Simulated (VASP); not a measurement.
# AlN (F-43m) in VASP: further runs, part 2 of 2

VASP 6.6.1. The steps go on from the part before.

**4. Vibrations by perturbation theory, LDA**

This run uses another cell than the first one, of 9.61 Å³/atom, 0.939 times its volume.

Input file INCAR:

```
ALGO = Normal ; EDIFF = 1E-8
ENCUT = 520 ; IBRION = 8
ISIF = 2 ; ISMEAR = 0
LASPH = T ; LCHARG = F
LREAL = F ; LWAVE = F
NELM = 100 ; NSW = 1
PREC = Accurate ; SIGMA = 0.01
```

Input file KPOINTS:

```
k-points
0
Gamma
  10 10 10
```

Input file POSCAR:

```
AlN
1.0
    2.1258939623      2.1258939623      0.0000000000
   -2.1258939623      2.1258939623      0.0000000000
    0.0000000000      2.1258939623      2.1258939623
Al N
1 1
Direct
    0.0000000000      0.0000000000      0.0000000000
    0.2500000000      0.7500000000      0.5000000000
```

Potentials or basis: VASP PAW LDA potentials, release 64 (Al, N).

On the command line:

```console
$ cat potpaw_LDA.64/Al/POTCAR potpaw_LDA.64/N/POTCAR > POTCAR
$ mpirun -np 1 vasp_std > vasp.out
```

OUTCAR:

```text
EDIFF = 1E-8
   ENCUT = 520
   IBRION = 8
   ISIF = 2
   ISMEAR = 0
   LASPH = T
   LREAL = F
   NELM = 100
   NSW = 1
   PREC = Accurate

 ion  position               nearest neighbor table
   1  0.000  0.000  0.000-   2 1.84   2 1.84   2 1.84   2 1.84
   2  0.250  0.750  0.500-   1 1.84   1 1.84   1 1.84   1 1.84

  LATTYP: Found a face centered cubic cell.
 ALAT       =     4.2517879246

  Lattice vectors:

 A1 = (   0.0000000000,   2.1258939623,   2.1258939623)
 A2 = (   2.1258939623,   0.0000000000,   2.1258939623)
 A3 = (   2.1258939623,   2.1258939623,   0.0000000000)

Analysis of symmetry for initial positions (statically):
=====================================================================
 Subroutine PRICEL returns:
 Original cell was already a primitive cell.

 Routine SETGRP: Setting up the symmetry group for a
 face centered cubic supercell.

 Subroutine GETGRP returns: Found 24 space group operations
 (whereof 24 operations were pure point group operations)
 out of a pool of 48 trial point group operations.

The static configuration has the point symmetry T_d .

Analysis of symmetry for dynamics (positions and initial velocities):
=====================================================================
 Subroutine PRICEL returns:
 Original cell was already a primitive cell.

 Routine SETGRP: Setting up the symmetry group for a
 face centered cubic supercell.

 Subroutine GETGRP returns: Found 24 space group operations
 (whereof 24 operations were pure point group operations)
[... 449 lines left out ...]
 -----------------------------------------------------------------------------------
    total drift:                                0.000000      0.000000      0.000000

  FREE ENERGIE OF THE ION-ELECTRON SYSTEM (eV)
  ---------------------------------------------------
  free  energy   TOTEN  =       -16.3129575855 eV

  energy  without entropy=      -16.3129575855  energy(sigma->0) =      -16.31295759

[... ionic steps 2 to 3 ...]

--------------------------------------- Ionic step        4  -------------------------------------------

------------------------ aborting loop because EDIFF is reached ----------------------------------------

[... ionic steps 5 to 6 ...]

--------------------------------------- Ionic step        7  -------------------------------------------

 Free energy of the ion-electron system (eV)
  ---------------------------------------------------
  ---------------------------------------------------
  free energy    TOTEN  =        -0.23644073 eV

  energy without entropy =       -0.23644073

------------------------ aborting loop because EDIFF is reached ----------------------------------------

 INTERNAL STRAIN TENSOR  FOR ION    2  DIRECTION 1   (eV/Angst):
 -----------------------------------------------------------------------------
     0.02843  0.00000  0.00000
     0.00000 -0.01387-13.45663
     0.00000-13.45663 -0.01387

 INTERNAL STRAIN TENSOR FOR ION    2 for displacements in x,y,z  (eV/Angst):
          X           Y           Z          XY          YZ          ZX
  --------------------------------------------------------------------------------
  x    -0.00000     0.00000     0.00000     0.00000   -13.45663     0.00000
  y     0.00000    -0.00000     0.00000     0.00000     0.00000   -13.45663
  z     0.00000     0.00000    -0.00000   -13.45663     0.00000    -0.00000

 SECOND DERIVATIVES (NOT SYMMETRIZED)
 ------------------------------------
               1X          1Y          1Z          2X          2Y          2Z
  1X   -18.229294    0.000000    0.000000   18.229294    0.000000    0.000000
  1Y     0.000000  -18.229294    0.000000    0.000000   18.229294    0.000000
  1Z     0.000000    0.000000  -18.229294    0.000000    0.000000   18.229294
  2X    18.229902    0.000000    0.000000  -18.229902    0.000000    0.000000
  2Y     0.000000   18.229902    0.000000    0.000000  -18.229902    0.000000
  2Z     0.000000    0.000000   18.229902    0.000000    0.000000  -18.229902

 Eigenvectors and eigenvalues of the dynamical matrix
 ----------------------------------------------------

   1 f  =   21.985100 THz   138.136458 2PiTHz  733.344001 cm-1    90.923027 meV
             X         Y         Z           dx          dy          dz
      0.000000  0.000000  0.000000     0.584491   -0.000000   -0.000000
     -1.062947  3.188841  1.062947    -0.811400   -0.000000    0.000000
[... 21 lines left out ...]
   6 f/i=    0.000174 THz     0.001093 2PiTHz    0.005804 cm-1     0.000720 meV
             X         Y         Z           dx          dy          dz
      0.000000  0.000000  0.000000    -0.400095   -0.456261   -0.538628
     -1.062947  3.188841  1.062947    -0.288208   -0.328667   -0.388000

--------------------------------------------------------------------------------------------------------

 ELASTIC MODULI CONTR FROM IONIC RELAXATION (kBar)
 Direction    XX          YY          ZZ          XY          YZ          ZX
 --------------------------------------------------------------------------------
 XX          -0.0000      0.0000      0.0000      0.0000     -0.0000      0.0000
 YY           0.0000     -0.0000      0.0000      0.0000      0.0000     -0.0000
 ZZ           0.0000      0.0000     -0.0000     -0.0000     -0.0000      0.0000
 XY           0.0000      0.0000     -0.0000   -792.1044      0.0000      0.0000
 YZ          -0.0000      0.0000     -0.0000      0.0000   -792.1044      0.0000
 ZX           0.0000     -0.0000      0.0000      0.0000      0.0000   -792.1044
 --------------------------------------------------------------------------------
```

Run time: 35 s. Hardware: 1 thread of Intel Xeon Platinum 8488C (Sapphire Rapids), shared host; peak memory 0.18 GiB.

What came out:

```yaml
Highest_phonon_frequency_at_Γ_LO-TO_splitting_left_out: 733 cm⁻¹
```

Phonon frequencies in cm⁻¹ (negative: imaginary):
```csv
q point,frequencies
"(0.000, 0.000, 0.000)",0 0 0 733 733 733
```

Caveat: the cell wasn't relaxed at this level first, which shifts response properties.
